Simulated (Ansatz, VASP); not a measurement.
**Zr4W: VASP beside Ansatz**

```xyz
5
Lattice="4.9971 0.0000 0.0000 0.0000 4.9971 0.0000 0.0000 0.0000 4.9971" Properties=species:S:1:pos:R:3 pbc="T T T"
Zr    2.4985    0.0000    0.0000
Zr    0.0000    2.4985    0.0000
Zr    0.0000    0.0000    2.4985
Zr    0.0000    0.0000    0.0000
W     2.4985    2.4985    2.4985
```

Alike in both runs: functional PBE; k mesh 4 × 4 × 4; occupations gaussian, width 0.1 eV; no spin polarisation.

Ansatz relaxed the structure, and its values are those at the end. VASP's run is a single point on that final structure, the one shown.

|  | VASP | Ansatz |
| --- | --- | --- |
| version | VASP 6.6.1 | Ansatz 0.2.0 |
| potentials or method | VASP PAW PBE potentials, release 64 (Zr_sv, W_sv), cutoff 520 eV | scalar-relativistic, plane waves, PAW |
| valence electrons in the cell | 62 | 62 |

```csv
,VASP,Ansatz,Ansatz less VASP
gap on the k mesh at the Fermi level (eV),none,none,-
pressure (GPa),0.2,0.0,-0.18
```

A gap of «none» marks a metal or a gap that the smearing closes.

Spin-orbit coupling is off throughout.
